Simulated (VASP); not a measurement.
# Nb (I4/mmm) in VASP: notebook

Runs on Nb. Level: PBEsol. Tasks: single point.

Program: VASP 6.6.1. These are calculated values, not measurements. Logs are shortened: lines on timing, memory, paths and dates and some standing lists are left out, and cuts for length are marked.

## 1. The cell of the first run

It takes space group I4/mmm (No. 139, tetragonal). The conventional cell has a = 3.228 Å, b = 3.228 Å, c = 3.328 Å, α = 90.00°, β = 90.00°, γ = 90.00°. Within 3.7 Å of Nb (site symmetry 4/mmm) lie 14 Nb at 2.82 to 3.33 Å.

## 2. Single point, PBEsol (strain -0.030 along x and y, +0.000 along z)

INCAR reads:

```
SYSTEM = Nb
PREC = Accurate ; ENCUT = 520
EDIFF = 1E-6 ; ISMEAR = 0
SIGMA = 0.15 ; LREAL = .False.
LASPH = .True. ; NELM = 80
ALGO = Fast ; ISIF = 2
LWAVE = .False. ; LCHARG = .False.
GGA = PS ; NBANDS = 12
```

KPOINTS reads:

```
regular mesh
0
Gamma
  20 20 20
  0 0 0
```

POSCAR reads:

```
Nb
1.0
   -1.6140315000      1.6140315000      1.6639500000
    1.6140315000     -1.6140315000      1.6639500000
    1.6140315000      1.6140315000     -1.6639500000
Nb
1
Direct
    0.0000000000      0.0000000000      0.0000000000
```

Potentials or basis: VASP PAW PBE potentials, release 64 (Nb_sv).

Started as:

```console
$ cat potpaw_PBE.64/Nb_sv/POTCAR > POTCAR
$ mpirun -np 1 vasp_std > vasp.out
```

OUTCAR:

```text
SYSTEM = Nb
   PREC = Accurate
   ENCUT = 520
   EDIFF = 1E-6
   ISMEAR = 0
   LREAL = .False.
   LASPH = .True.
   NELM = 80
   ISIF = 2
   GGA = PS

 ion  position               nearest neighbor table
   1  0.000  0.000  0.000-

  LATTYP: Found a body centered tetragonal cell.
 ALAT       =     3.2280630000
 C/A-ratio  =     1.0309278351

  Lattice vectors:

 A1 = (  -1.6140315000,   1.6140315000,   1.6639500000)
 A2 = (   1.6140315000,  -1.6140315000,   1.6639500000)
 A3 = (   1.6140315000,   1.6140315000,  -1.6639500000)

Analysis of symmetry for initial positions (statically):
=====================================================================
 Subroutine PRICEL returns:
 Original cell was already a primitive cell.

 Routine SETGRP: Setting up the symmetry group for a
 body centered tetragonal supercell.

 Subroutine GETGRP returns: Found 16 space group operations
 (whereof 16 operations were pure point group operations)
 out of a pool of 16 trial point group operations.

The static configuration has the point symmetry D_4h.

Analysis of symmetry for dynamics (positions and initial velocities):
=====================================================================
 Subroutine PRICEL returns:
 Original cell was already a primitive cell.

 Routine SETGRP: Setting up the symmetry group for a
 body centered tetragonal supercell.

 Subroutine GETGRP returns: Found 16 space group operations
 (whereof 16 operations were pure point group operations)
 out of a pool of 16 trial point group operations.

The dynamic configuration has the point symmetry D_4h.

 Subroutine INISYM returns: Found 16 space group operations
 (whereof 16 operations are pure point group operations),
 and found     1 'primitive' translations

----------------------------------------------------------------------------------------

                                     Primitive cell

  volume of cell :      17.3390

  direct lattice vectors                    reciprocal lattice vectors
    -1.614031500  1.614031500  1.663950000     0.000000000  0.309783297  0.300489798
     1.614031500 -1.614031500  1.663950000     0.309783297  0.000000000  0.300489798
     1.614031500  1.614031500 -1.663950000     0.309783297  0.309783297  0.000000000

  length of vectors
     2.824699093  2.824699093  2.824699093     0.431578278  0.431578278  0.438099740

  position of ions in fractional coordinates (direct lattice)
     0.000000000  0.000000000  0.000000000

  ion indices of the primitive-cell ions
   primitive index   ion index
                 1           1

----------------------------------------------------------------------------------------

 KPOINTS: regular mesh

Automatic generation of k-mesh.
 Grid dimensions read from file:
 generate k-points for:   20   20   20

 Generating k-lattice:

  Cartesian coordinates                     Fractional coordinates (reciprocal lattice)
     0.000000000  0.015489165  0.015024490     0.050000000  0.000000000  0.000000000
     0.015489165  0.000000000  0.015024490     0.000000000  0.050000000  0.000000000
     0.015489165  0.015489165  0.000000000     0.000000000  0.000000000  0.050000000

  Length of vectors
     0.021578914  0.021578914  0.021904987

  Shift w.r.t. Gamma in fractional coordinates (k-lattice)
     0.000000000  0.000000000  0.000000000

 Subroutine IBZKPT returns following result:
 ===========================================

 Found    641 irreducible k-points:

 Following reciprocal coordinates:
            Coordinates               Weight
  0.000000  0.000000  0.000000      1.000000
  0.050000  0.000000 -0.000000      8.000000
  0.100000  0.000000 -0.000000      8.000000
  0.150000  0.000000 -0.000000      8.000000
  0.200000  0.000000 -0.000000      8.000000
  0.250000  0.000000  0.000000      8.000000
[... 16 lines left out ...]
 -0.400000  0.050000  0.000000     16.000000
 -0.350000  0.050000  0.000000     16.000000
 [... further k-points ...]
   k-points           NKPTS =    641   k-points in BZ     NKDIM =    641   number of bands    NBANDS=     12
   number of dos      NEDOS =    301   number of ions     NIONS =      1
   total plane-waves  NPLWV =  13824
   dimension x,y,z NGX =    24 NGY =   24 NGZ =   24
   dimension x,y,z NGXF=    48 NGYF=   48 NGZF=   48
   ions per type =               1
   NGX,Y,Z   is equivalent  to a cutoff of  14.13, 14.13, 14.13 a.u.
   NGXF,Y,Z  is equivalent  to a cutoff of  28.25, 28.25, 28.25 a.u.
 SYSTEM =  Nb
   PREC   = accura    normal or accurate (medium, high low for compatibility)
   ISTART =      0    job   : 0-new  1-cont  2-samecut
   ICHARG =      2    charge: 1-file 2-atom 10-const
   ISPIN  =      1    spin polarized calculation?
   LNONCOLLINEAR =      F non collinear calculations
   LSORBIT =      F    spin-orbit coupling
   LASPH  =      T    aspherical Exc in radial PAW
   ENCUT  =  520.0 eV  38.22 Ry    6.18 a.u.   5.25  5.25  5.25*2*pi/ulx,y,z
   NELM   =     80;   NELMIN=  2; NELMDL= -5     # of ELM steps
   EDIFF  = 0.1E-05   stopping-criterion for ELM
   LREAL  =      F    real-space projection
   EDIFFG = 0.1E-04   stopping-criterion for IOM
   NSW    =      0    number of steps for IOM
   IBRION =     -1    ionic relax: 0-MD 1-quasi-New 2-CG
   NFREE  =      0    steps in history (QN), initial steepest desc. (CG)
   ISIF   =      2    stress and relaxation
   ISYM   =      2    0-nonsym 1-usesym 2-fastsym
   POTIM  = 0.5000    time-step for ionic-motion
   TEBEG  =    0.0;   TEEND  =   0.0 temperature during run
   PSTRESS=    0.0 pullay stress
   NELECT =      13.0000    total number of electrons
   NUPDOWN=      -1.0000    fix difference up-down
   EMIN   =  10.00;   EMAX   =-10.00  energy-range for DOS
   EFERMI =   0.00;   METHOD = LEGACY
   ISMEAR =     0;   SIGMA  =   0.15  broadening in eV -4-tet -1-fermi 0-gaus
   EFERMI_NEDOS =   21; number of points for ismear=-14 and -15
   IALGO  =     68    algorithm
   IMIX   =      4    mixing-type and parameters
     AMIX     =   0.40;   BMIX     =  1.00
     AMIX_MAG =   1.60;   BMIX_MAG =  1.00
  volume/ion in A,a.u.               =      17.34       117.01
  Fermi-wavevector in a.u.,A,eV,Ry     =   1.487240  2.810477 30.094511  2.211884
  Thomas-Fermi vector in A             =   2.600426
   LORBIT       =      0    0 simple, 1 ext, 2 COOP (PROOUT), +10 PAW based schemes
   GGA     = PS    functional components
   LHFCALC =     F    Hartree Fock is set to
   AEXX    =    0.0000 exact exchange contribution
   IVDW    =     0    specifies the selected vdW correction
   LEPSILON=     F    determine dielectric tensor
   LRPA    =     F    only Hartree local field effects (RPA)
 non-spin polarized calculation
 RMM-DIIS sequential band-by-band and
 Gauss-broadening in eV      SIGMA  =   0.15
  energy-cutoff  :      520.00
  volume of cell :       17.34
 maximum number of plane-waves:       478
 NGX is ok and might be reduce to    24
   NGX = 11   NGY = 11   NGZ = 11

 number of electron      13.0000001 magnetization

 Free energy of the ion-electron system (eV)
  ---------------------------------------------------
  ext. energy  EPLUGINS =         0.00000000
  ---------------------------------------------------
  free energy    TOTEN  =       -10.95574131 eV

  energy without entropy =      -10.93983951  energy(sigma->0) =      -10.94779041

 E-fermi :  11.5930     XC(G=0): -12.8275

 val. band max:       11.5925588756   @ k =   0.3000   0.1500   0.1500
 cond. band min:      11.5970086102   @ k =  -0.2000  -0.2000   0.1000
 fundamental gap:      0.0044497345
 Fermi energy:        11.5930106120

 k-point     1 :       0.0000    0.0000    0.0000
  band No.  band energies     occupation
      1     -42.6376      2.00000
      2     -17.8662      2.00000
      3     -17.8654      2.00000
      4     -17.8654      2.00000
      5       5.5439      2.00000
      6      11.8308      0.02500
      7      11.8308      0.02500
      8      12.1788      0.00000
      9      14.7302      0.00000
     10      15.2033      0.00000
     11      25.5501      0.00000
     12      26.0896      0.00000

 k-point     2 :       0.0500    0.0000   -0.0000
  band No.  band energies     occupation
      1     -42.6308      2.00000
      2     -17.9069      2.00000
      3     -17.8773      2.00000
      4     -17.8659      2.00000
      5       5.6520      2.00000
      6      11.8186      0.03343
      7      11.8348      0.02265
      8      12.2117      0.00000
      9      14.6493      0.00000
     10      15.1711      0.00000
     11      25.7254      0.00000
     12      26.2732      0.00000

 k-point     3 :       0.1000    0.0000   -0.0000
  band No.  band energies     occupation
      1     -42.6109      2.00000
      2     -18.0251      2.00000
      3     -17.9118      2.00000
      4     -17.8664      2.00000
      5       5.9638      2.00000
      6      11.7197      0.23223
      7      11.7664      0.10216
      8      12.4475      0.00000
      9      14.4428      0.00000
     10      15.1211      0.00000
     11      26.0843      0.00000
     12      26.8264      0.00000
[... 286 lines left out ...]
 k-point    23 :      -0.4000    0.0500    0.0000
  band No.  band energies     occupation
      1     -42.3915      2.00000
      2     -19.1947      2.00000
      3     -18.2760      2.00000
      4     -17.8891      2.00000
      5       7.9380      2.00000
      6      10.1882      2.00000
      7      12.4560      0.00000
      8      14.6895      0.00000
      9      15.6528      0.00000
     10      16.9700      0.00000
     11      24.3783      0.00000
     12      25.4457      0.00000

 k-point    24 :      -0.3500    0.0500    0.0000
  band No.  band energies     occupation
      1     -42.4277      2.00000
      2     -19.0147      2.00000
      3     -18.2154      2.00000
      4     -17.8884      2.00000
      5       7.9617      2.00000
      6      10.4070      2.00000
      7      11.8015      0.04929
      8      14.4798      0.00000
      9      15.4990      0.00000
     10      15.9847      0.00000
     11      25.1045      0.00000
     12      26.4817      0.00000

 [... further k-points ...]

------------------------ aborting loop because EDIFF is reached ----------------------------------------

  FORCE on cell =-STRESS in cart. coord.  units (eV):
  Direction    XX          YY          ZZ          XY          YZ          ZX
  --------------------------------------------------------------------------------------
  -------------------------------------------------------------------------------------
  Total        0.3142311      0.3142311     -0.1297840      0.0000000     -0.0000000      0.0000000
  in kB       29.0359084     29.0359084    -11.9924394      0.0000000     -0.0000000      0.0000000
  external PRESSURE =      15.3597925 kB  Pullay stress =       0.0000000 kB

 VOLUME and BASIS-vectors are now :
 -----------------------------------------------------------------------------
  energy-cutoff  :      520.00
  volume of cell :       17.34
      direct lattice vectors                 reciprocal lattice vectors
    -1.614031500  1.614031500  1.663950000     0.000000000  0.309783297  0.300489798
     1.614031500 -1.614031500  1.663950000     0.309783297  0.000000000  0.300489798
     1.614031500  1.614031500 -1.663950000     0.309783297  0.309783297  0.000000000

 POSITION                                       TOTAL-FORCE (eV/Angst)
 -----------------------------------------------------------------------------------
      0.00000      0.00000      0.00000        -0.000000      0.000000      0.000000
 -----------------------------------------------------------------------------------
    total drift:                                0.000000      0.000000      0.000000

  FREE ENERGIE OF THE ION-ELECTRON SYSTEM (eV)
  ---------------------------------------------------
  free  energy   TOTEN  =       -10.9557413066 eV

  energy  without entropy=      -10.9398395064  energy(sigma->0) =      -10.94779041
```

Run time: 3.4 min. Hardware: 1 thread of AMD EPYC 9R45 (Zen 5), shared host; peak memory 0.21 GiB.

What came out:

| Quantity | Value |
| --- | --- |
| Free energy | -10.9557 eV |
| Pressure | 1.5 GPa |

Stress tensor (GPa, compression positive):
```
 2.90  0.00  0.00
 0.00  2.90  0.00
 0.00  0.00 -1.20
```

Caveat: the cell differs from its parent crystal (strain -0.030 along x and y, +0.000 along z); the PAW data sets were made with another functional, which shifts forces and pressure a little.

[end of part 1 of 3]
